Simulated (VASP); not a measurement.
Runs of VASP 6.6.1 on TePtSe3. The structure is that of space group R-3m (No. 166), or close to it. The cells are those of the table. The cell was built from a structure type or drawn by symmetry, and may not be a known phase.

```csv
task,spin,cell,k mesh,cutoff (eV),gap on the mesh (eV),pressure (GPa),moment (μB),relaxed volume (Å³/atom)
relaxation of cell and atoms,off,"relaxed from a = 5.219 Å, angles 70.7°, 5 atoms",6 × 6 × 6,600,none,0.0,-,(b)
single point,collinear,"a = 5.462 Å, angles 81.2°, 5 atoms",3 × 3 × 3,520,none,-9.2,2.15,-
single point,collinear,"a = 5.219 Å, angles 70.7°, 5 atoms",3 × 3 × 3,520,none,0.1,0.01,-
single point,off,"a = 5.202 Å, angles 71.9°, 5 atoms",6 × 6 × 6,520,none,(a),-,-
relaxation of cell and atoms,collinear,"relaxed from a = 5.462 Å, angles 81.2°, 5 atoms",3 × 3 × 3,600,none,0.0,0.00,(c)
```

Alike in all rows: level PBE; potentials or basis VASP PAW PBE potentials, release 64 (Te, Pt, Se); smearing gaussian 0.1 eV.

Problem. Estimate the missing entries.

Solution. (a) -0.1; (b) 24.69; (c) 24.54.

Caveats: some runs use coarse meshes; spin-orbit coupling is left out, which moves the levels of the heavy elements; the volume moved by over 15 % at a fixed basis, so the end points are rough (at least some runs).

A k mesh can miss the band edges, and the runs leave out spin-orbit coupling on Pt, Se, Te.

A gap of «none» marks levels without a gap at the run's occupations.
